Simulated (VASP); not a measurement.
Crystal: AlN.

```
Al N
1.0
     3.07093    0.00000    0.00000
    -1.53546    2.65950    0.00000
     0.00000    0.00000    4.91368
Al N
2 2
Cartesian
  1.5355 0.8865 2.4568
  0.0000 1.7730 0.0000
  1.5355 0.8865 4.3240
  0.0000 1.7730 1.8672
```

This cell differs from its parent crystal: volume scaled by 0.96.

Base run:

| Property | Result |
| --- | --- |
| Program | VASP 6.6.1 |
| Functional | PBEsol |
| Potentials or basis | VASP PAW PBE potentials, release 64 (Al, N) |
| Cutoff | 520 eV |
| k mesh | 10 × 10 × 6 |
| Occupations | fermi-dirac, width 0.05 eV |
| Spin | no spin polarisation |

Its results: band gap on the k mesh 4.51 eV, direct; pressure 9.2 GPa; largest force 0.165 eV/Å.

The run is repeated on the same cell with these changes: functional from PBEsol to PBE exchange alone. What comes out?

Band gap on the k mesh 4.91 eV, direct; pressure 28.1 GPa; largest force 0.157 eV/Å.

Caveats: the PAW data sets were made with another functional, which shifts forces and pressure a little (some runs).

A k mesh can miss the band edges.
